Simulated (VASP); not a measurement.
# Zn (Fm-3m) in VASP: notebook, part 2 of 2

VASP 6.6.1.

### Step 3. Single point, PBE

INCAR reads:

```
PREC = Accurate
ENCUT = 520
EDIFF = 1E-7
ISMEAR = -1
SIGMA = 0.06122561905347299
LREAL = False
LASPH = True
NELM = 60
ALGO = Normal
ISIF = 2
LWAVE = False
LCHARG = True
GGA = PE
LELF = True
LVHAR = True
NBANDS = 12
```

KPOINTS reads:

```
Automatic mesh
0
Gamma
  24 24 24
```

POSCAR reads:

```
Zn
1.0
    0.0000000000      1.9898975966      1.9898975966
    1.9898975966      0.0000000000      1.9898975966
    1.9898975966      1.9898975966      0.0000000000
Zn
1
Direct
    0.0000000000      0.0000000000      0.0000000000
```

Potentials or basis: VASP PAW PBE potentials, release 64 (Zn).

Launch:

```
> cat potpaw_PBE.64/Zn/POTCAR > POTCAR
> mpirun -np 1 vasp_std > vasp.out
```

OUTCAR:

```text
PREC = Accurate
   ENCUT = 520
   EDIFF = 1E-7
   ISMEAR = -1
   LREAL = False
   LASPH = True
   NELM = 60
   ISIF = 2
   GGA = PE

 ion  position               nearest neighbor table
   1  0.000  0.000  0.000-

  LATTYP: Found a face centered cubic cell.
 ALAT       =     3.9797951932

  Lattice vectors:

 A1 = (   0.0000000000,   1.9898975966,   1.9898975966)
 A2 = (   1.9898975966,   0.0000000000,   1.9898975966)
 A3 = (   1.9898975966,   1.9898975966,   0.0000000000)

Analysis of symmetry for initial positions (statically):
=====================================================================
 Subroutine PRICEL returns:
 Original cell was already a primitive cell.

 Routine SETGRP: Setting up the symmetry group for a
 face centered cubic supercell.

 Subroutine GETGRP returns: Found 48 space group operations
 (whereof 48 operations were pure point group operations)
 out of a pool of 48 trial point group operations.

The static configuration has the point symmetry O_h .

Analysis of symmetry for dynamics (positions and initial velocities):
=====================================================================
 Subroutine PRICEL returns:
 Original cell was already a primitive cell.

 Routine SETGRP: Setting up the symmetry group for a
 face centered cubic supercell.

 Subroutine GETGRP returns: Found 48 space group operations
 (whereof 48 operations were pure point group operations)
 out of a pool of 48 trial point group operations.

The dynamic configuration has the point symmetry O_h .

 Subroutine INISYM returns: Found 48 space group operations
 (whereof 48 operations are pure point group operations),
 and found     1 'primitive' translations

----------------------------------------------------------------------------------------

[... 114 lines left out ...]
   LORBIT       =      0    0 simple, 1 ext, 2 COOP (PROOUT), +10 PAW based schemes
   GGA     = PE    functional components
   LHFCALC =     F    Hartree Fock is set to
   AEXX    =    0.0000 exact exchange contribution
   IVDW    =     0    specifies the selected vdW correction
   LEPSILON=     F    determine dielectric tensor
   LRPA    =     F    only Hartree local field effects (RPA)
 non-spin polarized calculation
  energy-cutoff  :      520.00
  volume of cell :       15.76
 maximum number of plane-waves:       444
 NGX is ok and might be reduce to    24
   NGX = 11   NGY = 11   NGZ = 11

 number of electron      11.9999995 magnetization

 Free energy of the ion-electron system (eV)
  ---------------------------------------------------
  ext. energy  EPLUGINS =         0.00000000
  ---------------------------------------------------
  free energy    TOTEN  =        -1.08402724 eV

  energy without entropy =       -1.08048993  energy(sigma->0) =       -1.08225858

 E-fermi :   2.7862     XC(G=0): -11.3785

 val. band max:        2.7647100790   @ k =  -0.4167   0.0833   0.0000
 cond. band min:       2.7904733233   @ k =  -0.3750   0.5000   0.1250
 fundamental gap:      0.0257632443
 Fermi energy:         2.7861603316

 k-point     1 :       0.0000    0.0000    0.0000
  band No.  band energies     occupation
      1      -7.2366      2.00000
      2      -4.7048      2.00000
      3      -4.7048      2.00000
      4      -4.7048      2.00000
      5      -4.3519      2.00000
      6      -4.3519      2.00000
      7      20.5616      0.00000
      8      20.5616      0.00000
      9      20.5616      0.00000
     10      21.4244      0.00000
     11      23.3938      0.00000
     12      23.3938      0.00000
[... 331 lines left out ...]
 k-point    24 :       0.4583    0.0417    0.0000
  band No.  band energies     occupation
      1      -5.3558      2.00000
      2      -4.7099      2.00000
      3      -4.6919      2.00000
      4      -4.1375      2.00000
      5      -4.0922      2.00000
      6      -0.9097      2.00000
      7       2.6438      1.82180
      8      17.1097      0.00000
      9      17.3802      0.00000
     10      19.2978      0.00000
     11      22.1225      0.00000
     12      22.3542      0.00000

 [... further k-points ...]

------------------------ aborting loop because EDIFF is reached ----------------------------------------

  FORCE on cell =-STRESS in cart. coord.  units (eV):
  Direction    XX          YY          ZZ          XY          YZ          ZX
  --------------------------------------------------------------------------------------
  -------------------------------------------------------------------------------------
  Total       -0.2107038     -0.2107038     -0.2107038     -0.0000000     -0.0000000      0.0000000
  in kB      -21.4220376    -21.4220376    -21.4220376     -0.0000000     -0.0000000      0.0000000
  external PRESSURE =     -21.4220376 kB  Pullay stress =       0.0000000 kB

 VOLUME and BASIS-vectors are now :
 -----------------------------------------------------------------------------
  energy-cutoff  :      520.00
  volume of cell :       15.76
      direct lattice vectors                 reciprocal lattice vectors
     0.000000000  1.989897597  1.989897597    -0.251269211  0.251269211  0.251269211
     1.989897597  0.000000000  1.989897597     0.251269211 -0.251269211  0.251269211
     1.989897597  1.989897597  0.000000000     0.251269211  0.251269211 -0.251269211

 POSITION                                       TOTAL-FORCE (eV/Angst)
 -----------------------------------------------------------------------------------
      0.00000      0.00000      0.00000        -0.000000     -0.000000     -0.000000
 -----------------------------------------------------------------------------------
    total drift:                                0.000000      0.000000     -0.000000

  FREE ENERGIE OF THE ION-ELECTRON SYSTEM (eV)
  ---------------------------------------------------
  free  energy   TOTEN  =        -1.0840272383 eV

  energy  without entropy=       -1.0804899291  energy(sigma->0) =       -1.08225858
```

OSZICAR:

```text
N       E                     dE             d eps       ncg     rms          rms(c)
DAV:   1     0.427460341858E+02    0.42746E+02   -0.65455E+03 10176   0.155E+03
DAV:   2     0.124235153505E+00   -0.42622E+02   -0.40125E+02 10228   0.213E+02
DAV:   3    -0.117028064037E+01   -0.12945E+01   -0.12925E+01 11540   0.370E+01
DAV:   4    -0.117329584247E+01   -0.30152E-02   -0.30151E-02 11080   0.176E+00
DAV:   5    -0.117329822464E+01   -0.23822E-05   -0.23822E-05 11524   0.480E-02    0.255E+00
DAV:   6    -0.108985972144E+01    0.83439E-01   -0.44790E-01 11984   0.134E+01    0.199E+00
DAV:   7    -0.108582989389E+01    0.40298E-02   -0.83879E-03 10744   0.177E+00    0.101E+00
DAV:   8    -0.108401653182E+01    0.18134E-02   -0.11019E-03 11788   0.468E-01    0.383E-02
DAV:   9    -0.108402697110E+01   -0.10439E-04   -0.83130E-05 13524   0.116E-01    0.210E-02
DAV:  10    -0.108402746110E+01   -0.48999E-06   -0.43720E-06 10912   0.317E-02    0.151E-03
DAV:  11    -0.108402732451E+01    0.13659E-06   -0.10811E-07  8284   0.619E-03    0.549E-04
DAV:  12    -0.108402723833E+01    0.86175E-07   -0.14723E-08  5792   0.145E-03
   1 F= -.10840272E+01 E0= -.10822586E+01  d E =-.353731E-02
```

stdout:

```text
POSCAR found type information on POSCAR Zn
 POSCAR found :  1 types and       1 ions
 scaLAPACK will be used
 LDA part: xc-table for (Slater+PW92), standard interpolation
 POSCAR, INCAR and KPOINTS ok, starting setup
 FFT: planning ... GRIDC
 FFT: planning ... GRID_SOFT
 FFT: planning ... GRID
 WAVECAR not read
 entering main loop
```

Run time: 1.7 min. Hardware: 1 thread of Intel Xeon 8259CL, shared host; peak memory 0.2 GiB.

What came out:

| Property | Result |
| --- | --- |
| Free energy | -1.0840 eV |
| Pressure | -2.1 GPa |
| Band gap on the k mesh | zero (band 6 reaches 5.05 eV, above the bottom of band 7 at 1.38 eV) |

### Step 4. Single point, PBE

This run uses another cell than the first one, of 16.06 Å³/atom, 1.019 times its volume.

INCAR reads:

```
PREC     = Accurate       # precision mode
ENCUT    = 520            # plane-wave cutoff, eV
EDIFF    = 1E-7           # SCF threshold, eV
ISMEAR   = -1             # smearing method
SIGMA    = 0.06122561905347299 # smearing width, eV
LREAL    = F              # projectors in reciprocal space
LASPH    = T              # aspherical terms in the spheres
NELM     = 80             # most SCF steps
ALGO     = Normal         # electronic algorithm
ISIF     = 2              # what is computed and relaxed
LWAVE    = F              # write WAVECAR
LCHARG   = T              # write CHGCAR
GGA      = PE             # functional
LELF     = T              # ELF
LVHAR    = T            
NBANDS   = 12             # bands
```

KPOINTS reads:

```
regular mesh
0
Gamma
  24 24 24
```

POSCAR reads:

```
Zn
1.0
    0.0000000000      2.0025724453      2.0025724453
    2.0025724453      0.0000000000      2.0025724453
    2.0025724453      2.0025724453      0.0000000000
Zn
1
Direct
    0.0000000000      0.0000000000      0.0000000000
```

Launch:

```
> cat potpaw_PBE.64/Zn/POTCAR > POTCAR
> mpirun -np 1 vasp_std > vasp.out
```

Wall time 100 s (1 thread of Intel Xeon 8259CL, shared host); peak memory 0.2 GiB.

The run converged. Its results:

```yaml
Free_energy: -1.0790 eV
Pressure: -3.2 GPa
Band_gap_on_the_k_mesh: zero (band 6 reaches 4.91 eV, above the bottom of band 7 at 1.22 eV)
```

Levels at points of the mesh, in eV from the Fermi level:
| k point | band 4 | band 5 | band 6 | band 7 | band 8 | band 9 |
| --- | --- | --- | --- | --- | --- | --- |
| (0.00, 0.00, 0.00) | -7.44 | -7.10 | -7.10 | 17.52 | 17.52 | 17.52 |
| (0.50, 0.00, 0.00) | -6.85 | -6.85 | -2.63 | -1.44 | 14.63 | 14.63 |
| (0.50, 0.50, 0.00) | -6.78 | -6.78 | -0.82 | 1.55 | 8.18 | 8.18 |

### Step 5. Single point, PBE

This run uses another cell than the first one, of 16.06 Å³/atom, 1.019 times its volume.

INCAR reads:

```
SYSTEM = Zn
ALGO = Normal
EDIFF = 1E-7
ENCUT = 520
GGA = PE
ISIF = 2
ISMEAR = -1
LASPH = .TRUE.
LCHARG = .FALSE.
LREAL = .FALSE.
LWAVE = .FALSE.
NBANDS = 12
NELM = 100
PREC = Accurate
SIGMA = 0.06122561905347299
```

KPOINTS reads:

```
k-points
0
G
  24 24 24
  0 0 0
```

POSCAR is that of step 4.

Launch:

```
> cat potpaw_PBE.64/Zn/POTCAR > POTCAR
> mpirun -np 1 vasp_std > vasp.out
```

Run time: 94 s. Hardware: 1 thread of Intel Xeon 8259CL, shared host; peak memory 0.2 GiB.

The run converged. Its results:

```yaml
Free_energy: -1.0790 eV
Pressure: -3.2 GPa
Band_gap_on_the_k_mesh: zero (band 6 reaches 4.91 eV, above the bottom of band 7 at 1.22 eV)
```

Levels at points of the mesh, in eV from the Fermi level:
```csv
k point,band 4,band 5,band 6,band 7,band 8,band 9
"(0.00, 0.00, 0.00)",-7.44,-7.10,-7.10,17.52,17.52,17.52
"(0.50, 0.00, 0.00)",-6.85,-6.85,-2.63,-1.44,14.63,14.63
"(0.50, 0.50, 0.00)",-6.78,-6.78,-0.82,1.55,8.18,8.18
```

### Step 6. Single point, PBE

This run uses another cell than the first one, of 14.24 Å³/atom, 0.904 times its volume.

INCAR reads:

```
SYSTEM = Zn
PREC = Accurate ; ENCUT = 520
EDIFF = 1E-6 ; ISMEAR = -1
SIGMA = 0.06122561905347299 ; LREAL = .FALSE.
LASPH = .TRUE. ; NELM = 80
ALGO = Normal ; ISIF = 2
LWAVE = .FALSE. ; LCHARG = .FALSE.
GGA = PE ; NBANDS = 12
```

KPOINTS reads:

```
regular mesh
0
G
  48 48 48
  0 0 0
```

POSCAR reads:

```
Zn
1.0
    0.0000000000      1.9239579044      1.9239579044
    1.9239579044      0.0000000000      1.9239579044
    1.9239579044      1.9239579044      0.0000000000
Zn
1
Direct
    0.0000000000      0.0000000000      0.0000000000
```

Potentials or basis: VASP PAW PBE potentials, release 64 (Zn).

Launch:

```
> cat potpaw_PBE.64/Zn/POTCAR > POTCAR
> mpirun -np 1 vasp_std > vasp.out
```

It took 7.9 min on 1 thread of Intel Xeon 8259CL, shared host; peak memory 0.52 GiB.

Results (log left out):

```yaml
Free_energy: -1.0711 eV
Pressure: 5.6 GPa
Band_gap_on_the_k_mesh: zero (band 6 reaches 5.84 eV, above the bottom of band 7 at 2.27 eV)
```

Levels at points of the mesh, in eV from the Fermi level:
```csv
k point,band 4,band 5,band 6,band 7,band 8,band 9
"(0.00, 0.00, 0.00)",-7.80,-7.37,-7.37,19.16,19.16,19.16
"(0.50, 0.00, 0.00)",-7.05,-7.05,-3.18,-1.27,16.01,16.01
"(0.50, 0.50, 0.00)",-6.97,-6.97,-1.16,1.97,8.75,8.75
```

### Step 7. Summary

```tsv
cell	k mesh	gap on the mesh (eV)	pressure (GPa)
a = 2.814 Å, angles 60.0°, 1 atom	24 × 24 × 24	none	-2.1
a = 2.832 Å, angles 60.0°, 1 atom	24 × 24 × 24	none	-3.2
a = 2.721 Å, angles 60.0°, 1 atom	48 × 48 × 48	none	5.6
```

Alike in all rows: task single point; level PBE; potentials or basis VASP PAW PBE potentials, release 64 (Zn); no spin polarisation; cutoff (eV) 520; smearing fermi-dirac 0.0612256 eV.

Absolute energies hang on the potentials; compare differences alone.
